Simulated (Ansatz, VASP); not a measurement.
## Ca4Sc in VASP and in Ansatz

```xyz
5
Lattice="3.8580 0.0000 0.0000 -1.9290 3.3411 0.0000 0.0000 0.0000 32.6000" Properties=species:S:1:pos:R:3 pbc="T T T"
Ca    2.8935    0.5568   10.0815
Ca   -0.9645    2.7842   13.1512
Ca    2.8935    0.5568   19.4488
Ca   -0.9645    2.7842   22.5185
Sc    0.9645    1.6705   16.3000
```

Alike in both runs: task single point; functional PBEsol; k mesh 11 × 11 × 1; occupations fermi-dirac, width 0.1 eV; no spin polarisation.

|  | VASP | Ansatz |
| --- | --- | --- |
| version | VASP 6.6.1 | Ansatz 0.2.0 |
| potentials or method | VASP PAW PBE potentials, release 64 (Ca_sv, Sc_sv), cutoff 520 eV | all-electron LAPW, scalar-relativistic |

VASP gave:

| Property | Result |
| --- | --- |
| rms of the force components (eV/Å) | 0.168 |

What did Ansatz give for the same quantities?

rms of the force components (eV/Å): 0.167.

VASP's potentials were made for PBE, not for PBEsol. Ansatz ran all-electron here, and VASP with PAW potentials.
